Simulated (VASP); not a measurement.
## CaS: vibrations by perturbation theory with PBEsol

CaS:

```xyz
2
Lattice="2.7305 2.7305 0.0000 -2.7305 2.7305 0.0000 0.0000 2.7305 2.7305" Properties=species:S:1:pos:R:3 pbc="T T T"
Ca    0.0000    0.0000    0.0000
S     0.0000    2.7305    0.0000
```

```
Program                : VASP 6.6.1
Task                   : vibrations by perturbation theory
Functional             : PBEsol
Potentials or basis    : VASP PAW PBE potentials, release 64 (Ca_sv, S)
Cutoff                 : 500 eV
k mesh                 : 8 × 8 × 8
Occupations            : gaussian, width 0.01 eV
Spin                   : no spin polarisation
Dipole correction      : no
Further INCAR settings : ALGO = Normal; EDIFF = 1e-08; IBRION = 8; NSW = 1
```

| Property | Result |
| --- | --- |
| Highest phonon frequency at Γ, LO-TO splitting left out | 279 cm⁻¹ |

Phonon frequencies in cm⁻¹ (negative: imaginary):
| q point | frequencies |
| --- | --- |
| (0.000, 0.000, 0.000) | 0 0 0 279 279 279 |

It took 3.8 min on 1 thread of Intel(R) Xeon(R) Platinum 8259CL CPU @ 2.50GHz (Skylake/Cascade Lake) (shared host), peak memory 0.22 GiB.

Caveat: the cell stands under pressure or tension, which shifts response properties.
